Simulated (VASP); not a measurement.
Wanted: the native input for a VASP 6.6.1 run.

| Quantity | Value |
| --- | --- |
| Task | single point |
| Functional | HSE06 |
| Potentials or basis | VASP PAW PBE potentials, release 64 (K_sv, I) |
| Cutoff | 520 eV |
| k mesh | 4 × 4 × 4 |
| Occupations | gaussian, width 0.01 eV |
| Spin | no spin polarisation |
| Dipole correction | no |
| Grid for exact exchange (PRECFOCK) | Normal |
| Further INCAR settings | ALGO = Normal; EDIFF = 1e-06; NBANDS = 15 |
| Share of exact exchange | 0.25 |
| Screening parameter | 0.2079 1/Å |

Crystal: KI.

```
CELL_PARAMETERS angstrom
-0.03544 3.54429 3.54429
3.54429 -0.03544 3.54429
3.50884 3.50884 0.00000
ATOMIC_POSITIONS crystal
K 0.00000 0.00000 0.00000
I 0.50000 0.50000 0.50000
```

This cell differs from its parent crystal: shear xy strain -2.0%.

One way to write it, as run:

POSCAR

```
KI
1.0
   -0.0354428524      3.5442852436      3.5442852436
    3.5442852436     -0.0354428524      3.5442852436
    3.5088423911      3.5088423911      0.0000000000
K I
1 1
Direct
    0.0000000000      0.0000000000      0.0000000000
    0.5000000000      0.5000000000      0.5000000000
```

INCAR.step1

```
SYSTEM = KI
  PREC = Accurate
  ENCUT = 520
  EDIFF = 1E-5
  ISMEAR = 0
  SIGMA = 0.01
  LREAL = .False.
  LASPH = .True.
  NELM = 100
  ALGO = Normal
  ISIF = 2
  LWAVE = .True.
  LCHARG = .False.
  NBANDS = 15
  GGA = PE
```

INCAR.step2

```
SYSTEM = KI
  PREC = Accurate
  ENCUT = 520
  EDIFF = 1E-6
  ISMEAR = 0
  SIGMA = 0.01
  LREAL = .False.
  LASPH = .True.
  NELM = 100
  ALGO = Normal
  ISIF = 2
  LWAVE = .False.
  LCHARG = .False.
  GGA = PE
  LHFCALC = .True.
  HFSCREEN = 0.2079
  PRECFOCK = Normal
  NBANDS = 15
  ISTART = 1
```

KPOINTS

```
regular mesh
0
Gamma
  4 4 4
  0 0 0
```

Potentials or basis: VASP PAW PBE potentials, release 64 (K_sv, I).

Command:

```bash
$ cat potpaw_PBE.64/K_sv/POTCAR potpaw_PBE.64/I/POTCAR > POTCAR
$ cp INCAR.step1 INCAR
$ mpirun -np 1 vasp_std > vasp.out
$ cp INCAR.step2 INCAR
$ mpirun -np 1 vasp_std > vasp.out
```

It gave:

| Quantity | Value |
| --- | --- |
| Pressure | 0.3 GPa |
| Band gap on the k mesh | 4.90 eV |

Caveat: the cell differs from its parent crystal (shear xy strain -2.0%); the PAW data sets were made with another functional, which shifts forces and pressure a little; spin-orbit coupling is left out, which moves the levels of the heavy elements.

Run time: 27 min on 1 thread of AMD EPYC 7R43 64-Core Processor (Zen 3), with other jobs on the host, peak memory 0.32 GiB.
